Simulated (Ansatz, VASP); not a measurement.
HgTe in VASP and in Ansatz

```
Hg Te
1.0
     0.00000    3.17449    3.17449
     3.17449    0.00000    3.17449
     3.17449    3.17449    0.00000
Hg Te
1 1
Direct
  0.00000 0.00000 0.00000
  0.75000 0.75000 0.75000
```

Change from the starting cell: strain -0.025 along x and y, -0.025 along z, atoms carried along.

Alike in both runs: task single point; functional PBEsol; k mesh 16 × 16 × 16; occupations gaussian, width 0.15 eV; no spin polarisation.

```csv
,VASP,Ansatz
version,VASP 6.6.1,Ansatz 0.2.0
potentials or method,"VASP PAW PBE potentials, release 64 (Hg, Te), cutoff 520 eV","scalar-relativistic, plane waves, PAW"
valence electrons in the cell,18,36
```

Ansatz gave:

| Item | Value |
| --- | --- |
| gap on the k mesh at the Fermi level (eV) | none |
| pressure (GPa) | 3.8 |

Question: Estimate VASP's values.

Answer: gap on the k mesh at the Fermi level (eV): none; pressure (GPa): 4.0.

VASP's potentials were made for PBE, not for PBEsol. A gap of «none» marks a metal or a gap that the smearing closes. With one functional, cell and mesh, what is left measures potentials, basis and numerics. VASP's potentials hold 18 valence electrons a cell and Ansatz's 36, so a difference there can come from the potentials and not from the codes.

Spin-orbit coupling is off throughout.
